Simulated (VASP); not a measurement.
Here is a VASP 6.6.1 calculation.

File INCAR:

```
ALGO = Normal ; EDIFF = 1E-7
ENCUT = 520 ; GGA = CA
ISIF = 2 ; ISMEAR = 0
LASPH = True ; LCHARG = True
LELF = True ; LREAL = False
LVHAR = True ; LWAVE = False
NBANDS = 26 ; NELM = 60
PREC = Accurate ; SIGMA = 0.03
```

The input KPOINTS:

```
k-points
0
Gamma
  15 15 3
```

The input POSCAR:

```
C
1.0
   -1.2226660053     -2.1164534110      0.0000000000
    1.2226660053     -2.1164534110      0.0000000000
    0.4075553351     -1.6461304308     13.4515291704
C
8
Direct
    0.3055186559      0.2638519893      0.1250000000
    0.7499631004      0.6249631004      0.3750000000
    0.1944075448     -0.0139257885      0.6250000000
    0.6388519893      0.3471853226      0.8750000000
    0.6389257885      0.5972591219      0.1250000000
    0.0833702330     -0.0416297670      0.3750000000
    0.5278146774      0.3194813441      0.6250000000
   -0.0277408781     -0.3194075448      0.8750000000
```

Potentials or basis: VASP PAW LDA potentials, release 64 (C).

Command:

```sh
$ cat potpaw_LDA.64/C/POTCAR > POTCAR
$ mpirun -np 1 vasp_std > vasp.out
```

(1) Estimate the pressure.

(2) Predict the largest force.

Answers

(1) 0.9 GPa.

(2) 0.024 eV/Å.
